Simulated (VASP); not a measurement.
Crystal: BeZn2TeS2.

```xyz
6
Lattice="4.4647 0.0000 0.0000 0.0000 4.4647 0.0000 0.0000 0.0000 6.3016" Properties=species:S:1:pos:R:3 pbc="T T T"
Be    0.0000    0.0000    0.0000
Zn    2.2323    2.2323    0.0000
Zn    0.0000    0.0000    3.1508
Te    2.2323    2.2323    3.1508
S     2.2323    0.0000    4.7776
S     0.0000    2.2323    1.5241
```

The cell was generated, and may not be a known phase.

* Program: VASP 6.6.1
* Task: relaxation of cell and atoms
* Functional: PBE
* Potentials or basis: VASP PAW PBE potentials, release 64 (Be, Zn, Te, S)
* Cutoff: 600 eV
* k mesh: 4 × 4 × 4
* Occupations: gaussian, width 0.1 eV
* Spin: no spin polarisation

At the start: pressure 0.2 GPa; volume 20.94 Å³/atom.

How do energy, volume and symmetry change on relaxing?

Over 35 steps the energy falls by 952.5 meV/atom and the volume is 24.93 Å³/atom (+19.1 %); space group P-4m2 (No. 115, to 0.1 Å) before and after.

The path:
```tsv
step	energy change (eV)	largest force (eV/Å)	pressure (GPa)	volume (Å³)
1	0.0000	3.2410	0.18	125.61
2	-1.0603	3.1609	-1.71	126.03
3	-3.4342	0.9155	-2.23	127.14
4	-2.4541	0.0707	10.65	128.65
5	-3.0335	0.4080	3.91	138.68
6	-3.1940	0.3073	-3.17	154.65
7	-3.2398	0.3995	-1.25	149.28
8	-3.2395	0.4054	-1.07	148.85
9	-3.2700	0.4272	-1.32	149.57
10	-3.3748	0.5148	-2.19	151.72
11	-3.5630	0.2515	-4.27	156.05
12	-3.2025	1.1612	-8.29	164.77
13	-3.5926	0.0396	-5.18	157.57
14	-3.6018	0.0211	-5.23	157.61
15	-3.6280	0.0328	-5.38	157.70
16	-3.6734	0.1553	-5.72	157.87
17	-3.7278	0.4602	-6.43	158.20
18	-3.7955	0.4655	-6.33	157.26
19	-3.9932	0.4900	-6.03	154.42
20	-4.3592	0.5774	-5.34	148.77
21	-4.9033	0.9743	-3.53	137.52
22	-4.2542	2.7732	4.00	115.44
23	-4.9891	1.3172	-2.61	132.81
24	-5.0004	1.4234	-2.18	131.28
25	-5.1079	1.1680	-1.37	130.45
26	-5.3041	0.2738	1.44	127.97
27	-5.3205	0.1840	2.91	126.86
28	-5.4197	0.2464	2.39	129.59
29	-5.6074	0.4031	1.59	137.72
30	-5.6529	0.6978	0.98	153.70
31	-5.6754	0.6394	1.25	148.74
32	-5.7003	0.0941	-1.02	153.34
33	-5.7059	0.1192	-0.36	151.93
34	-5.7119	0.0740	-0.24	150.92
35	-5.7147	0.0108	-0.10	149.60
```

Final structure:
```
CELL_PARAMETERS angstrom
3.83263 0.00000 0.00000
0.00000 3.83263 0.00000
0.00000 0.00000 10.18461
ATOMIC_POSITIONS crystal
Be 0.00000 0.00000 0.00000
Zn 0.50000 0.50000 0.00000
Zn 0.00000 0.00000 0.50000
Te 0.50000 0.50000 0.50000
S 0.50000 0.00000 0.12449
S 0.00000 0.50000 0.87551
```

Caveat: the volume moved by over 15 % at a fixed basis, so the end points are rough.
